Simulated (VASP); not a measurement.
# BaCuSi2O5 (C2) in VASP: single point with PBE

Aim: the single point of BaCuSi2O5 with PBE.

Program: VASP 6.6.1. These are calculated values, not measurements. Logs are shortened: lines on timing, memory, paths and dates and some standing lists are left out, and cuts for length are marked.

## Step 1: The cell of the first run

It takes space group C2 (No. 5, monoclinic). Conventional cell: a = 6.952 Å, b = 9.824 Å, c = 4.257 Å, α = 90.00°, β = 96.14°, γ = 90.00°. Within 3.8 Å of Ba (site symmetry 2) lie 10 O at 2.90 to 3.22 Å and 6 Si at 3.50 to 3.72 Å. Si (site symmetry 1) has 3 O at 1.44 to 1.53 Å within 1.9 Å. O (site symmetry 2) has 2 Si at 1.53 Å within 2.0 Å. O (site symmetry 1) has 1 Si at 1.44 Å within 1.9 Å. Within 1.9 Å of O (site symmetry 1) lie 1 Si at 1.46 Å. Cu (site symmetry 2) has 4 O at 2.02 to 2.10 Å within 2.7 Å.

## Step 2: Single point, PBE

File INCAR:

```
SYSTEM = BaCuSi2O5
PREC = Accurate
ENCUT = 600
EDIFF = 1E-6
ISMEAR = -1
SIGMA = 0.1
LREAL = .False.
LASPH = .True.
NELM = 120
ALGO = Normal
ISIF = 2
LWAVE = .False.
LCHARG = .True.
GGA = PE
LELF = .True.
LVHAR = .True.
NELECT = 57.0
NBANDS = 40
GGA_COMPAT = .False.
```

File KPOINTS:

```
regular mesh
0
Gamma
  3 3 4
  0 0 0
```

File POSCAR:

```
BaCuSi2O5
1.0
    3.4757580000      4.9121550000      0.0000000000
    3.4757580000     -4.9121550000      0.0000000000
    0.4552840000      0.0000000000     -4.2322460000
Ba Si O Cu
1 2 5 1
Direct
    0.0000000000      0.0000000000      0.0000000000
    0.4879000000      0.8705000000      0.6000000000
    0.1295000000      0.5121000000      0.4000000000
    0.2380000000      0.7620000000      0.5000000000
    0.5411000000      0.0853000000      0.7570000000
    0.9147000000      0.4589000000      0.2430000000
    0.6666000000      0.7608000000      0.5350000000
    0.2392000000      0.3334000000      0.4650000000
    0.5898000000      0.4102000000      0.5000000000
```

Potentials or basis: VASP PAW PBE potentials, release 64 (Ba_sv, Si, O, Cu).

On the command line:

```
$ cat potpaw_PBE.64/Ba_sv/POTCAR potpaw_PBE.64/Si/POTCAR potpaw_PBE.64/O/POTCAR potpaw_PBE.64/Cu/POTCAR > POTCAR
$ mpirun -np 1 vasp_std > vasp.out
```

OUTCAR:

```text
SYSTEM = BaCuSi2O5
   PREC = Accurate
   ENCUT = 600
   EDIFF = 1E-6
   ISMEAR = -1
   LREAL = .False.
   LASPH = .True.
   NELM = 120
   ISIF = 2
   GGA = PE
   NELECT = 57.0

 ion  position               nearest neighbor table
   1  0.000  0.000  0.000-   7 2.90   8 2.90   8 2.99   7 2.99   4 3.16   4 3.16   5 3.19   6 3.19
                             5 3.22   6 3.22   3 3.50   2 3.50   3 3.63   2 3.63   2 3.72   3 3.72
   2  0.488  0.870  0.600-   5 1.44   7 1.46   4 1.53   3 2.72   1 3.50   1 3.63   1 3.72
   3  0.130  0.512  0.400-   6 1.44   8 1.46   4 1.53   2 2.72   1 3.50   1 3.63   1 3.72
   4  0.238  0.762  0.500-   2 1.53   3 1.53   1 3.16   1 3.16
   5  0.541  0.085  0.757-   2 1.44   9 2.10   1 3.19   1 3.22
   6  0.915  0.459  0.243-   3 1.44   9 2.10   1 3.19   1 3.22
   7  0.667  0.761  0.535-   2 1.46   9 2.02   1 2.90   1 2.99
   8  0.239  0.333  0.465-   3 1.46   9 2.02   1 2.90   1 2.99
   9  0.590  0.410  0.500-   7 2.02   8 2.02   5 2.10   6 2.10

  LATTYP: Found a base centered monoclinic cell.
 ALAT       =     6.9515160000
 B/A-ratio  =     1.4132615102
 C/A-ratio  =     0.6123360940
 COS(beta)  =    -0.1069579331

  Lattice vectors:

 A1 = (  -3.4757580000,  -4.9121550000,   0.0000000000)
 A2 = (  -3.4757580000,   4.9121550000,   0.0000000000)
 A3 = (   0.4552840000,   0.0000000000,  -4.2322460000)

Analysis of symmetry for initial positions (statically):
=====================================================================
 Subroutine PRICEL returns:
 Original cell was already a primitive cell.

 Routine SETGRP: Setting up the symmetry group for a
 base centered monoclinic supercell.

 Subroutine GETGRP returns: Found  2 space group operations
 (whereof  2 operations were pure point group operations)
 out of a pool of  4 trial point group operations.

The static configuration has the point symmetry C_2 .

Analysis of symmetry for dynamics (positions and initial velocities):
=====================================================================
 Subroutine PRICEL returns:
 Original cell was already a primitive cell.

 Routine SETGRP: Setting up the symmetry group for a
 base centered monoclinic supercell.

 Subroutine GETGRP returns: Found  2 space group operations
 (whereof  2 operations were pure point group operations)
 out of a pool of  4 trial point group operations.

The dynamic configuration has the point symmetry C_2 .
[... 105 lines left out ...]
   NSW    =      0    number of steps for IOM
   IBRION =     -1    ionic relax: 0-MD 1-quasi-New 2-CG
   NFREE  =      0    steps in history (QN), initial steepest desc. (CG)
   ISIF   =      2    stress and relaxation
   ISYM   =      2    0-nonsym 1-usesym 2-fastsym
   POTIM  = 0.5000    time-step for ionic-motion
   TEBEG  =    0.0;   TEEND  =   0.0 temperature during run
   PSTRESS=    0.0 pullay stress
   NELECT =      57.0000    total number of electrons
   NUPDOWN=      -1.0000    fix difference up-down
   EMIN   =  10.00;   EMAX   =-10.00  energy-range for DOS
   EFERMI =   0.00;   METHOD = LEGACY
   ISMEAR =    -1;   SIGMA  =   0.10  broadening in eV -4-tet -1-fermi 0-gaus
   EFERMI_NEDOS =   21; number of points for ismear=-14 and -15
   IALGO  =     38    algorithm
   IMIX   =      4    mixing-type and parameters
     AMIX     =   0.40;   BMIX     =  1.00
     AMIX_MAG =   1.60;   BMIX_MAG =  1.00
  volume/ion in A,a.u.               =      16.06       108.36
  Fermi-wavevector in a.u.,A,eV,Ry     =   1.200583  2.268773 19.611440  1.441400
  Thomas-Fermi vector in A             =   2.336415
   LORBIT       =      0    0 simple, 1 ext, 2 COOP (PROOUT), +10 PAW based schemes
   GGA     = PE    functional components
   LHFCALC =     F    Hartree Fock is set to
   AEXX    =    0.0000 exact exchange contribution
   IVDW    =     0    specifies the selected vdW correction
   LEPSILON=     F    determine dielectric tensor
   LRPA    =     F    only Hartree local field effects (RPA)
 non-spin polarized calculation
  energy-cutoff  :      600.00
  volume of cell :      144.52
 maximum number of plane-waves:      4850
   NGX = 23   NGY = 23   NGZ = 17

 number of electron      57.0000018 magnetization

 Free energy of the ion-electron system (eV)
  ---------------------------------------------------
  ext. energy  EPLUGINS =         0.00000000
  ---------------------------------------------------
  free energy    TOTEN  =       -62.80294266 eV

  energy without entropy =      -62.66113188  energy(sigma->0) =      -62.73203727

 E-fermi :   1.7300     XC(G=0):  -8.7521

 val. band max:        1.7118904211   @ k =   0.3333   0.0000   0.2500
 cond. band min:       1.7311492592   @ k =   0.3333   0.0000   0.5000
 fundamental gap:      0.0192588380
 Fermi energy:         1.7299906089

 k-point     1 :       0.0000    0.0000    0.0000
  band No.  band energies     occupation
      1     -23.5278      2.00000
      2     -19.7622      2.00000
      3     -17.2669      2.00000
      4     -17.1704      2.00000
      5     -16.2439      2.00000
      6     -16.2266      2.00000
[... 591 lines left out ...]
     39       9.9149      0.00000
     40      10.7306      0.00000

------------------------ aborting loop because EDIFF is reached ----------------------------------------

  FORCE on cell =-STRESS in cart. coord.  units (eV):
  Direction    XX          YY          ZZ          XY          YZ          ZX
  --------------------------------------------------------------------------------------
  -------------------------------------------------------------------------------------
  Total        8.2280527     15.6734871     -7.7681705      0.0000000      0.0000000    -12.9206995
  in kB       91.2189678    173.7615655    -86.1205587      0.0000000      0.0000000   -143.2432337
  external PRESSURE =      59.6199916 kB  Pullay stress =       0.0000000 kB

 VOLUME and BASIS-vectors are now :
 -----------------------------------------------------------------------------
  energy-cutoff  :      600.00
  volume of cell :      144.52
      direct lattice vectors                 reciprocal lattice vectors
     3.475758000  4.912155000  0.000000000     0.143853513  0.101788319  0.015475046
     3.475758000 -4.912155000  0.000000000     0.143853513 -0.101788319  0.015475046
     0.455284000  0.000000000 -4.232246000     0.000000000  0.000000000 -0.236281161

 POSITION                                       TOTAL-FORCE (eV/Angst)
 -----------------------------------------------------------------------------------
      0.00000      0.00000      0.00000        -0.000000     -0.116046      0.000000
      4.99464     -1.87939     -2.53935        -1.317208     -0.613388      1.080149
      2.41216     -1.87939     -1.69290         1.317208     -0.613388     -1.080149
      3.70340     -2.57397     -2.11612        -0.000000     -4.009941      0.000000
      2.52186      2.23896     -3.20381         6.092053     -5.144486     -3.556398
      4.88494      2.23896     -1.02844        -6.092053     -5.144486      3.556398
      5.20487     -0.46273     -2.26425         0.409519      7.642580      1.581928
      2.20193     -0.46273     -1.96799        -0.409519      7.642580     -1.581928
      3.70340      0.88222     -2.11612         0.000000      0.356575      0.000000
 -----------------------------------------------------------------------------------
    total drift:                                0.000000      0.000554      0.000000

  FREE ENERGIE OF THE ION-ELECTRON SYSTEM (eV)
  ---------------------------------------------------
  free  energy   TOTEN  =       -62.8029426609 eV

  energy  without entropy=      -62.6611318778  energy(sigma->0) =      -62.73203727
```

OSZICAR:

```text
N       E                     dE             d eps       ncg     rms          rms(c)
DAV:   1     0.612633700649E+03    0.61263E+03   -0.27929E+04  1120   0.160E+03
DAV:   2     0.495965130289E+01   -0.60767E+03   -0.56138E+03  1328   0.394E+02
DAV:   3    -0.724811259850E+02   -0.77441E+02   -0.75458E+02  1408   0.154E+02
[... 10 lines left out ...]
DAV:  14    -0.628026713391E+02    0.88063E-04   -0.40820E-03  1616   0.545E-01    0.509E-02
DAV:  15    -0.628029559615E+02   -0.28462E-03   -0.64352E-04  1400   0.328E-01    0.454E-02
DAV:  16    -0.628029392519E+02    0.16710E-04   -0.10364E-04  1696   0.211E-01    0.145E-02
DAV:  17    -0.628029453554E+02   -0.61035E-05   -0.40192E-05  1536   0.114E-01    0.141E-02
DAV:  18    -0.628029425792E+02    0.27762E-05   -0.14614E-05  1600   0.807E-02    0.149E-03
DAV:  19    -0.628029426609E+02   -0.81682E-07   -0.10659E-06   880   0.593E-03
   1 F= -.62802943E+02 E0= -.62732037E+02  d E =-.141811E+00
```

Run time: 2.7 min. Hardware: 1 thread of AMD EPYC 7R43 (Zen 3), shared host; peak memory 0.29 GiB.

Results:

| Quantity | Value |
| --- | --- |
| Free energy | -62.8029 eV |
| Largest force | 8.731 eV/Å |

Forces in eV/Å, atoms in the order of the input:
```
Ba   0.000 -0.116  0.000
Si  -1.317 -0.613  1.080
Si   1.317 -0.613 -1.080
O    0.000 -4.010  0.000
O    6.092 -5.144 -3.556
O   -6.092 -5.144  3.556
O    0.410  7.643  1.582
O   -0.410  7.643 -1.582
Cu   0.000  0.357  0.000
```

Caveat: the k points lie up to 0.37 Å⁻¹ apart; the cell carries a net charge on a neutralising background, which shifts energy and pressure; the cell is charged against a uniform background, so pressure and absolute levels hang on convention; spin-orbit coupling is left out, which moves the levels of the heavy elements; an odd number of electrons without spin polarisation forces a metal; a magnetic or distorted state may lie lower; semilocal functionals often make such compounds metallic where correlation or magnetic order opens a gap, which also shifts bond lengths.
